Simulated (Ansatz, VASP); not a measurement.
**AlN in VASP and in Ansatz**

```
Al N
1.0
     0.00000    2.21273    2.21273
     2.21273    0.00000    2.21273
     2.21273    2.21273    0.00000
Al N
1 1
Direct
  0.00000 0.00000 0.00000
  0.25000 0.25000 0.25000
```

Alike in both runs: task single point; functional PBE exchange alone; k mesh 10 × 10 × 10; occupations fermi-dirac, width 0.05 eV; no spin polarisation.

```csv
,VASP,Ansatz
version,VASP 6.6.1,Ansatz 0.2.0
potentials or method,"VASP PAW PBE potentials, release 64 (Al, N)",Ansatz PAW
plane-wave cutoff (eV),600,420
valence electrons in the cell,8,8
```

```tsv
	VASP	Ansatz	Ansatz less VASP
gap on the k mesh at the Fermi level (eV)	3.63	3.64	+0.014
least direct gap on the mesh (eV)	4.15	4.16	+0.015
pressure (GPa)	10.6	10.5	-0.10
```

VASP's potentials were made for PBE, not for PBE exchange alone. The functional is the same, so the differences come from potentials, cutoffs and numerics.
